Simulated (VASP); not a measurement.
# KF: single point with LDA

The system is KF.

```xyz
2
Lattice="3.2590 0.0000 0.0000 0.0000 3.2590 0.0000 0.0000 0.0000 3.2590" Properties=species:S:1:pos:R:3 pbc="T T T"
K     0.0000    0.0000    0.0000
F     1.6295    1.6295    1.6295
```

| Item | Value |
| --- | --- |
| Program | VASP 6.6.1 |
| Task | single point |
| Functional | LDA |
| Potentials or basis | VASP PAW LDA potentials, release 64 (K_sv, F) |
| Cutoff | 520 eV |
| k mesh | 5 × 5 × 5 |
| Occupations | gaussian, width 0.01 eV |
| Spin | no spin polarisation |

| Quantity | Value |
| --- | --- |
| Pressure | -5.7 GPa |
| Band gap on the k mesh | 5.94 eV, indirect (least direct gap 5.96 eV) |

Levels at points of the mesh, in eV from the valence-band top:
```
           k point  band 5  band 6  band 7  band 8  band 9  band 10  band 11  band 12
(0.00, 0.00, 0.00)   -9.73   -0.02   -0.02   -0.02    5.94     8.11     8.11    13.88
```

Run time: 2.3 s on 1 thread of Intel(R) Xeon(R) 6975P-C (Granite Rapids) (shared host), peak memory 0.12 GiB.

A k mesh can miss the band edges. Expect the measured gap to be larger: semilocal functionals such as LDA lack the derivative discontinuity.
